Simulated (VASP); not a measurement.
# Zr2N (P4_2/mnm) in VASP: a series of runs

Runs on Zr2N. Level: PBEsol. Tasks: single point.

Everything below comes from runs of VASP 6.6.1. Logs are shortened: lines on timing, memory, paths and dates and some standing lists are left out, and cuts for length are marked.

### 1 The cell of the first run

Symmetry: P4_2/mnm, No. 136, tetragonal system. The conventional cell has a = 5.331 Å, b = 5.331 Å, c = 3.254 Å, α = 90.00°, β = 90.00°, γ = 90.00°. Within 2.9 Å of Zr (site symmetry m2m) lie 3 N at 2.23 to 2.24 Å. Within 2.9 Å of N (site symmetry mmm) lie 6 Zr at 2.23 to 2.24 Å.

### 2 Single point, PBEsol (15.41 Å³/atom)

INCAR reads:

```
ALGO = Normal
EDIFF = 1E-7
ENCUT = 520
GGA = PS
ISIF = 2
ISMEAR = -1
LASPH = True
LCHARG = False
LREAL = False
LWAVE = False
NBANDS = 38
NELM = 100
PREC = Accurate
SIGMA = 0.15
```

KPOINTS reads:

```
k-points
0
Gamma
  8 8 10
```

POSCAR reads:

```
Zr2N
1.0
    5.3305898094      0.0000000000      0.0000000000
    0.0000000000      5.3305898094      0.0000000000
    0.0000000000      0.0000000000      3.2538082211
Zr N
4 2
Direct
    0.2955225844      0.2955225844      0.0000000000
    0.7044774156      0.7044774156      0.0000000000
    0.7955225844      0.2044774156      0.5000000000
    0.2044774156      0.7955225844      0.5000000000
    0.0000000000      0.0000000000      0.0000000000
    0.5000000000      0.5000000000      0.5000000000
```

Potentials or basis: VASP PAW PBE potentials, release 64 (Zr_sv, N).

Launch:

```console
> cat potpaw_PBE.64/Zr_sv/POTCAR potpaw_PBE.64/N/POTCAR > POTCAR
> mpirun -np 1 vasp_std > vasp.out
```

OUTCAR:

```text
EDIFF = 1E-7
   ENCUT = 520
   GGA = PS
   ISIF = 2
   ISMEAR = -1
   LASPH = True
   LREAL = False
   NELM = 100
   PREC = Accurate

 ion  position               nearest neighbor table
   1  0.296  0.296  0.000-   5 2.23   6 2.24   6 2.24   2 3.08   4 3.16   3 3.16   4 3.16   3 3.16
                             4 3.16   4 3.16   3 3.16   3 3.16   2 3.83   2 3.83
   2  0.704  0.704  0.000-   5 2.23   6 2.24   6 2.24   1 3.08   4 3.16   3 3.16   4 3.16   3 3.16
                             3 3.16   3 3.16   4 3.16   4 3.16   1 3.83   1 3.83
   3  0.796  0.204  0.500-   6 2.23   5 2.24   5 2.24   4 3.08   1 3.16   1 3.16   2 3.16   2 3.16
                             2 3.16   2 3.16   1 3.16   1 3.16   4 3.83   4 3.83
   4  0.204  0.796  0.500-   6 2.23   5 2.24   5 2.24   3 3.08   1 3.16   1 3.16   2 3.16   2 3.16
                             1 3.16   1 3.16   2 3.16   2 3.16   3 3.83   3 3.83
   5  0.000  0.000  0.000-   1 2.23   2 2.23   3 2.24   4 2.24   3 2.24   4 2.24
   6  0.500  0.500  0.500-   3 2.23   4 2.23   1 2.24   2 2.24   1 2.24   2 2.24

  LATTYP: Found a simple tetragonal cell.
 ALAT       =     5.3305898094
 C/A-ratio  =     0.6104030393

  Lattice vectors:

 A1 = (   5.3305898094,   0.0000000000,   0.0000000000)
 A2 = (   0.0000000000,   5.3305898094,   0.0000000000)
 A3 = (   0.0000000000,   0.0000000000,   3.2538082211)

Analysis of symmetry for initial positions (statically):
=====================================================================
 Subroutine PRICEL returns:
 Original cell was already a primitive cell.

 Routine SETGRP: Setting up the symmetry group for a
 simple tetragonal supercell.

 Subroutine GETGRP returns: Found 16 space group operations
 (whereof  8 operations were pure point group operations)
 out of a pool of 16 trial point group operations.

The static configuration has the point symmetry D_2h.
 The point group associated with its full space group is D_4h.

Analysis of symmetry for dynamics (positions and initial velocities):
=====================================================================
 Subroutine PRICEL returns:
 Original cell was already a primitive cell.

 Routine SETGRP: Setting up the symmetry group for a
 simple tetragonal supercell.

 Subroutine GETGRP returns: Found 16 space group operations
 (whereof  8 operations were pure point group operations)
 out of a pool of 16 trial point group operations.

The dynamic configuration has the point symmetry D_2h.
 The point group associated with its full space group is D_4h.

 Subroutine INISYM returns: Found 16 space group operations
 (whereof  8 operations are pure point group operations),
 and found     1 'primitive' translations

----------------------------------------------------------------------------------------

                                     Primitive cell

  volume of cell :      92.4576

  direct lattice vectors                    reciprocal lattice vectors
     5.330589809  0.000000000  0.000000000     0.187596502  0.000000000  0.000000000
     0.000000000  5.330589809  0.000000000     0.000000000  0.187596502  0.000000000
     0.000000000  0.000000000  3.253808221     0.000000000  0.000000000  0.307332188

  length of vectors
     5.330589809  5.330589809  3.253808221     0.187596502  0.187596502  0.307332188

  position of ions in fractional coordinates (direct lattice)
     0.295522584  0.295522584  0.000000000
     0.704477416  0.704477416  0.000000000
     0.795522584  0.204477416  0.500000000
     0.204477416  0.795522584  0.500000000
     0.000000000  0.000000000  0.000000000
     0.500000000  0.500000000  0.500000000

  ion indices of the primitive-cell ions
   primitive index   ion index
                 1           1
                 2           2
                 3           3
                 4           4
                 5           5
                 6           6

----------------------------------------------------------------------------------------

 KPOINTS: k-points

Automatic generation of k-mesh.
 Grid dimensions read from file:
 generate k-points for:    8    8   10

 Generating k-lattice:

  Cartesian coordinates                     Fractional coordinates (reciprocal lattice)
     0.023449563  0.000000000  0.000000000     0.125000000  0.000000000  0.000000000
     0.000000000  0.023449563  0.000000000     0.000000000  0.125000000  0.000000000
     0.000000000  0.000000000  0.030733219     0.000000000  0.000000000  0.100000000

  Length of vectors
     0.023449563  0.023449563  0.030733219

  Shift w.r.t. Gamma in fractional coordinates (k-lattice)
     0.000000000  0.000000000  0.000000000

 Subroutine IBZKPT returns following result:
 ===========================================

 Found     90 irreducible k-points:

 Following reciprocal coordinates:
            Coordinates               Weight
  0.000000  0.000000  0.000000      1.000000
  0.125000  0.000000  0.000000      4.000000
  0.250000  0.000000  0.000000      4.000000
  0.375000  0.000000  0.000000      4.000000
  0.500000  0.000000  0.000000      2.000000
  0.125000  0.125000  0.000000      4.000000
[... 16 lines left out ...]
  0.375000  0.125000  0.100000     16.000000
  0.500000  0.125000  0.100000      8.000000
 [... further k-points ...]
   k-points           NKPTS =     90   k-points in BZ     NKDIM =     90   number of bands    NBANDS=     38
   number of dos      NEDOS =    301   number of ions     NIONS =      6
   total plane-waves  NPLWV =  38400
   dimension x,y,z NGX =    40 NGY =   40 NGZ =   24
   dimension x,y,z NGXF=    80 NGYF=   80 NGZF=   48
   ions per type =               4   2
   NGX,Y,Z   is equivalent  to a cutoff of  12.47, 12.47, 12.26 a.u.
   NGXF,Y,Z  is equivalent  to a cutoff of  24.95, 24.95, 24.52 a.u.
 SYSTEM =  unknown system
   PREC   = accura    normal or accurate (medium, high low for compatibility)
   ISTART =      0    job   : 0-new  1-cont  2-samecut
   ICHARG =      2    charge: 1-file 2-atom 10-const
   ISPIN  =      1    spin polarized calculation?
   LNONCOLLINEAR =      F non collinear calculations
   LSORBIT =      F    spin-orbit coupling
   LASPH  =      T    aspherical Exc in radial PAW
   ENCUT  =  520.0 eV  38.22 Ry    6.18 a.u.   9.91  9.91  6.05*2*pi/ulx,y,z
   NELM   =    100;   NELMIN=  2; NELMDL= -5     # of ELM steps
   EDIFF  = 0.1E-06   stopping-criterion for ELM
   LREAL  =      F    real-space projection
   EDIFFG = 0.1E-05   stopping-criterion for IOM
   NSW    =      0    number of steps for IOM
   IBRION =     -1    ionic relax: 0-MD 1-quasi-New 2-CG
   NFREE  =      0    steps in history (QN), initial steepest desc. (CG)
   ISIF   =      2    stress and relaxation
   ISYM   =      2    0-nonsym 1-usesym 2-fastsym
   POTIM  = 0.5000    time-step for ionic-motion
   TEBEG  =    0.0;   TEEND  =   0.0 temperature during run
   PSTRESS=    0.0 pullay stress
   NELECT =      58.0000    total number of electrons
   NUPDOWN=      -1.0000    fix difference up-down
   EMIN   =  10.00;   EMAX   =-10.00  energy-range for DOS
   EFERMI =   0.00;   METHOD = LEGACY
   ISMEAR =    -1;   SIGMA  =   0.15  broadening in eV -4-tet -1-fermi 0-gaus
   EFERMI_NEDOS =   21; number of points for ismear=-14 and -15
   IALGO  =     38    algorithm
   IMIX   =      4    mixing-type and parameters
     AMIX     =   0.40;   BMIX     =  1.00
     AMIX_MAG =   1.60;   BMIX_MAG =  1.00
  volume/ion in A,a.u.               =      15.41       103.99
  Fermi-wavevector in a.u.,A,eV,Ry     =   1.401425  2.648310 26.721751  1.963993
  Thomas-Fermi vector in A             =   2.524288
   LORBIT       =      0    0 simple, 1 ext, 2 COOP (PROOUT), +10 PAW based schemes
   GGA     = PS    functional components
   LHFCALC =     F    Hartree Fock is set to
   AEXX    =    0.0000 exact exchange contribution
   IVDW    =     0    specifies the selected vdW correction
   LEPSILON=     F    determine dielectric tensor
   LRPA    =     F    only Hartree local field effects (RPA)
 non-spin polarized calculation
  energy-cutoff  :      520.00
  volume of cell :       92.46
 maximum number of plane-waves:      2512
 NGX is ok and might be reduce to    40
   NGX = 19   NGY = 19   NGZ = 13

 number of electron      57.9999996 magnetization

 Free energy of the ion-electron system (eV)
  ---------------------------------------------------
  ext. energy  EPLUGINS =         0.00000000
  ---------------------------------------------------
  free energy    TOTEN  =       -61.89366007 eV

  energy without entropy =      -61.66530446  energy(sigma->0) =      -61.77948227

 E-fermi :  10.1387     XC(G=0): -12.0610

 val. band max:       10.1379688530   @ k =   0.2500   0.0000   0.2000
 cond. band min:      10.1581415619   @ k =   0.2500   0.2500   0.3000
 fundamental gap:      0.0201727089
 Fermi energy:        10.1387191335

 k-point     1 :       0.0000    0.0000    0.0000
  band No.  band energies     occupation
      1     -38.3623      2.00000
      2     -38.1917      2.00000
      3     -38.1917      2.00000
      4     -38.1188      2.00000
      5     -17.4636      2.00000
      6     -16.7724      2.00000
[... 30 lines left out ...]
     37      13.1189      0.00000
     38      13.1921      0.00000

 k-point     2 :       0.1250    0.0000    0.0000
  band No.  band energies     occupation
      1     -38.3564      2.00000
      2     -38.1993      2.00000
      3     -38.1885      2.00000
      4     -38.1207      2.00000
      5     -17.4328      2.00000
      6     -16.7629      2.00000
[... 30 lines left out ...]
     37      13.1307      0.00000
     38      13.4972      0.00000

 k-point     3 :       0.2500    0.0000    0.0000
  band No.  band energies     occupation
      1     -38.3392      2.00000
      2     -38.2198      2.00000
      3     -38.1796      2.00000
      4     -38.1268      2.00000
      5     -17.3463      2.00000
      6     -16.8048      2.00000
[... 30 lines left out ...]
     37      13.0498      0.00000
[... 781 lines left out ...]
 k-point    23 :       0.3750    0.1250    0.1000
  band No.  band energies     occupation
      1     -38.3001      2.00000
      2     -38.2397      2.00000
      3     -38.1690      2.00000
      4     -38.1407      2.00000
      5     -17.1689      2.00000
      6     -16.8960      2.00000
[... 30 lines left out ...]
     37      13.6564      0.00000
     38      14.2764      0.00000

 k-point    24 :       0.5000    0.1250    0.1000
  band No.  band energies     occupation
      1     -38.2704      2.00000
      2     -38.2704      2.00000
      3     -38.1544      2.00000
      4     -38.1544      2.00000
      5     -17.0314      2.00000
      6     -17.0314      2.00000
[... 30 lines left out ...]
     37      13.7576      0.00000
     38      13.7576      0.00000

 [... further k-points ...]

------------------------ aborting loop because EDIFF is reached ----------------------------------------

  FORCE on cell =-STRESS in cart. coord.  units (eV):
  Direction    XX          YY          ZZ          XY          YZ          ZX
  --------------------------------------------------------------------------------------
  -------------------------------------------------------------------------------------
  Total        2.4238164      2.4238164      2.4355956     -0.0000000      0.0000000      0.0000000
  in kB       42.0017918     42.0017918     42.2059116     -0.0000000      0.0000000      0.0000000
  external PRESSURE =      42.0698318 kB  Pullay stress =       0.0000000 kB

 VOLUME and BASIS-vectors are now :
 -----------------------------------------------------------------------------
  energy-cutoff  :      520.00
  volume of cell :       92.46
      direct lattice vectors                 reciprocal lattice vectors
     5.330589809  0.000000000  0.000000000     0.187596502  0.000000000  0.000000000
     0.000000000  5.330589809  0.000000000     0.000000000  0.187596502  0.000000000
     0.000000000  0.000000000  3.253808221     0.000000000  0.000000000  0.307332188

 POSITION                                       TOTAL-FORCE (eV/Angst)
 -----------------------------------------------------------------------------------
      1.57531      1.57531      0.00000        -0.003850     -0.003850      0.000000
      3.75528      3.75528      0.00000         0.003850      0.003850      0.000000
      4.24060      1.08999      1.62690        -0.003850      0.003850      0.000000
      1.08999      4.24060      1.62690         0.003850     -0.003850      0.000000
      0.00000      0.00000      0.00000        -0.000000      0.000000      0.000000
      2.66529      2.66529      1.62690        -0.000000      0.000000      0.000000
 -----------------------------------------------------------------------------------
    total drift:                                0.000000      0.000000      0.000000

  FREE ENERGIE OF THE ION-ELECTRON SYSTEM (eV)
  ---------------------------------------------------
  free  energy   TOTEN  =       -61.8936600731 eV

  energy  without entropy=      -61.6653044608  energy(sigma->0) =      -61.77948227
```

Wall time 3.5 min (1 thread of Intel Xeon Platinum 8259CL at 2.50GHz (Skylake/Cascade Lake), shared host); peak memory 0.35 GiB.

What came out:

```yaml
Free_energy: -61.8937 eV
Pressure: 4.2 GPa
Largest_force: 0.005 eV/Å
Band_gap_on_the_k_mesh: zero (bands 29 and 30 overlap by 2.64 eV)
```

Forces in eV/Å, atoms in the order of the input:
```
Zr  -0.004 -0.004  0.000
Zr   0.004  0.004  0.000
Zr  -0.004  0.004  0.000
Zr   0.004 -0.004  0.000
N    0.000  0.000  0.000
N    0.000  0.000  0.000
```

Levels at points of the mesh, in eV from the Fermi level:
| k point | band 28 | band 29 | band 30 | band 31 | band 32 | band 33 |
| --- | --- | --- | --- | --- | --- | --- |
| (0.00, 0.00, 0.00) | 0.51 | 0.71 | 1.03 | 1.03 | 1.32 | 1.38 |
| (0.50, 0.00, 0.00) | -1.04 | 1.47 | 1.47 | 1.51 | 1.51 | 1.78 |
| (0.50, 0.50, 0.00) | -1.17 | 0.90 | 0.90 | 1.34 | 1.34 | 1.64 |
| (0.00, 0.00, 0.50) | -1.19 | -1.17 | -1.17 | 1.95 | 1.95 | 3.16 |
| (0.50, 0.00, 0.50) | -0.89 | -0.80 | -0.80 | 1.54 | 1.54 | 3.44 |
| (0.50, 0.50, 0.50) | -1.02 | -0.22 | -0.22 | 1.21 | 1.21 | 2.74 |

Caveat: the cell stands under pressure; the PAW data sets were made with another functional, which shifts forces and pressure a little.

### 3 Single point, PBEsol (16.04 Å³/atom)

This run uses another cell than the first one, of 16.04 Å³/atom.

INCAR reads:

```
ALGO     = Normal         # electronic algorithm
EDIFF    = 1E-6           # SCF threshold, eV
ENCUT    = 520            # plane-wave cutoff, eV
GGA      = PS             # functional
ISIF     = 2              # what is computed and relaxed
ISMEAR   = -1             # smearing method
LASPH    = True           # aspherical terms in the spheres
LCHARG   = False          # write CHGCAR
LREAL    = False          # projectors in reciprocal space
LWAVE    = False          # write WAVECAR
NBANDS   = 38             # bands
NELM     = 100            # most SCF steps
PREC     = Accurate       # precision mode
SIGMA    = 0.15           # smearing width, eV
```

KPOINTS is that of step 2.

POSCAR reads:

```
Zr2N
1.0
    5.4054476504      0.0000000000      0.0000000000
    0.0000000000      5.4054476504      0.0000000000
    0.0000000000      0.0000000000      3.2934664683
Zr N
4 2
Direct
    0.2963639390      0.2963639390      0.0000000000
    0.7036360610      0.7036360610      0.0000000000
    0.7963639390      0.2036360610      0.5000000000
    0.2036360610      0.7963639390      0.5000000000
    0.0000000000      0.0000000000      0.0000000000
    0.5000000000      0.5000000000      0.5000000000
```

Potentials or basis: VASP PAW PBE potentials, release 64 (Zr_sv, N).

Launch:

```console
> cat potpaw_PBE.64/Zr_sv/POTCAR potpaw_PBE.64/N/POTCAR > POTCAR
> mpirun -np 1 vasp_std > vasp.out
```

It took 3 min on 1 thread of Intel Xeon Platinum 8259CL at 2.50GHz (Skylake/Cascade Lake), shared host; peak memory 0.36 GiB.

Results (log left out):

```
Free energy            : -61.9040 eV
Pressure               : -3.3 GPa
Largest force          : 0.006 eV/Å
Band gap on the k mesh : zero (bands 29 and 30 overlap by 2.54 eV)
```

Forces on the atoms (eV/Å):
```
Zr  -0.004 -0.004  0.000
Zr   0.004  0.004  0.000
Zr  -0.004  0.004  0.000
Zr   0.004 -0.004  0.000
N    0.000  0.000  0.000
N    0.000  0.000  0.000
```

Levels at points of the mesh, in eV from the Fermi level:
```tsv
k point	band 28	band 29	band 30	band 31	band 32	band 33
(0.00, 0.00, 0.00)	0.53	0.73	0.99	0.99	1.23	1.36
(0.50, 0.00, 0.00)	-0.99	1.39	1.39	1.48	1.48	1.69
(0.50, 0.50, 0.00)	-1.11	0.91	0.91	1.30	1.30	1.59
(0.00, 0.00, 0.50)	-1.15	-1.15	-1.15	1.89	1.89	3.05
(0.50, 0.00, 0.50)	-0.90	-0.78	-0.78	1.48	1.48	3.31
(0.50, 0.50, 0.50)	-0.93	-0.29	-0.29	1.11	1.11	2.60
```

Caveat: the cell stands under tension; the PAW data sets were made with another functional, which shifts forces and pressure a little.

### 4 Single point, PBEsol (biaxial strain in the a-b plane: -2.0 %, then relaxed in part)

INCAR reads:

```
PREC = Accurate
ENCUT = 520
EDIFF = 1E-6
ISMEAR = 0
SIGMA = 0.1
LREAL = False
LASPH = True
NELM = 80
ALGO = Normal
ISIF = 2
LWAVE = False
LCHARG = True
GGA = PS
LELF = True
LVHAR = True
NBANDS = 38
```

KPOINTS reads:

```
Automatic mesh
0
Gamma
  8 8 12
```

POSCAR reads:

```
Zr2N
1.0
    5.2626478690      0.0000000000      0.0000000000
    0.0000000000      5.2626478690      0.0000000000
    0.0000000000      0.0000000000      3.3131972826
Zr N
4 2
Direct
    0.2954607801      0.2954607801      0.0000000000
    0.7045392199      0.7045392199      0.0000000000
    0.7954607801      0.2045392199      0.5000000000
    0.2045392199      0.7954607801      0.5000000000
    0.0000000000      0.0000000000      0.0000000000
    0.5000000000      0.5000000000      0.5000000000
```

Launch:

```console
> cat potpaw_PBE.64/Zr_sv/POTCAR potpaw_PBE.64/N/POTCAR > POTCAR
> mpirun -np 1 vasp_std > vasp.out
```

Run time: 2.1 min. Hardware: 1 thread of Intel Xeon 6975P-C (Granite Rapids), shared host; peak memory 0.38 GiB.

It converged, with:

```yaml
Free_energy: -61.7192 eV
Pressure: 5.7 GPa
Largest_force: 0.004 eV/Å
Band_gap_on_the_k_mesh: zero (bands 29 and 30 overlap by 2.45 eV)
```

Forces on the atoms (eV/Å):
```
Zr  -0.003 -0.003  0.000
Zr   0.003  0.003  0.000
Zr  -0.003  0.003  0.000
Zr   0.003 -0.003  0.000
N    0.000  0.000  0.000
N    0.000  0.000  0.000
```

Stress tensor (GPa, compression positive):
```
8.34 0.00 0.00
0.00 8.34 0.00
0.00 0.00 0.29
```

Levels at points of the mesh, in eV from the Fermi level:
| k point | band 28 | band 29 | band 30 | band 31 | band 32 | band 33 |
| --- | --- | --- | --- | --- | --- | --- |
| (0.00, 0.00, 0.00) | 0.52 | 0.69 | 1.12 | 1.12 | 1.22 | 1.22 |
| (0.50, 0.00, 0.00) | -0.99 | 1.31 | 1.31 | 1.52 | 1.52 | 2.00 |
| (0.50, 0.50, 0.00) | -1.09 | 0.89 | 0.89 | 1.44 | 1.44 | 1.44 |
| (0.00, 0.00, 0.50) | -1.18 | -1.11 | -1.11 | 2.08 | 2.08 | 3.28 |
| (0.50, 0.00, 0.50) | -0.91 | -0.81 | -0.81 | 1.61 | 1.61 | 3.55 |
| (0.50, 0.50, 0.50) | -0.92 | -0.27 | -0.27 | 1.30 | 1.30 | 2.85 |

Caveat: the cell differs from its parent crystal (biaxial strain in the a-b plane: -2.0 %, then relaxed in part); the stress differs along the axes, from 0 to 8 GPa; the PAW data sets were made with another functional, which shifts forces and pressure a little.

### 5 Overview

```csv
cell,k mesh,smearing,gap on the mesh (eV),pressure (GPa),largest force (eV/Å)
"a = 5.331, b = 5.331, c = 3.254 Å, 6 atoms, atomic positions A",8 × 8 × 10,fermi-dirac 0.15 eV,none,4.2,0.01
"a = 5.405, b = 5.405, c = 3.293 Å, 6 atoms, atomic positions B",8 × 8 × 10,fermi-dirac 0.15 eV,none,-3.3,0.01
"a = 5.263, b = 5.263, c = 3.313 Å, 6 atoms, atomic positions A",8 × 8 × 12,gaussian 0.1 eV,none,5.7,-
```

Alike in all rows: task single point; level PBEsol; potentials or basis VASP PAW PBE potentials, release 64 (Zr_sv, N); no spin polarisation; cutoff (eV) 520.

Caveats: the PAW data sets were made with another functional, which shifts forces and pressure a little; the cell stands under pressure (at least some runs); the cell stands under tension (at least some runs); the stress differs along the axes, from 0 to 8 GPa (at least some runs).

Absolute energies hang on the potentials; compare differences alone.

The gap in the log of VASP goes by the Fermi energy; the results here count the filled bands.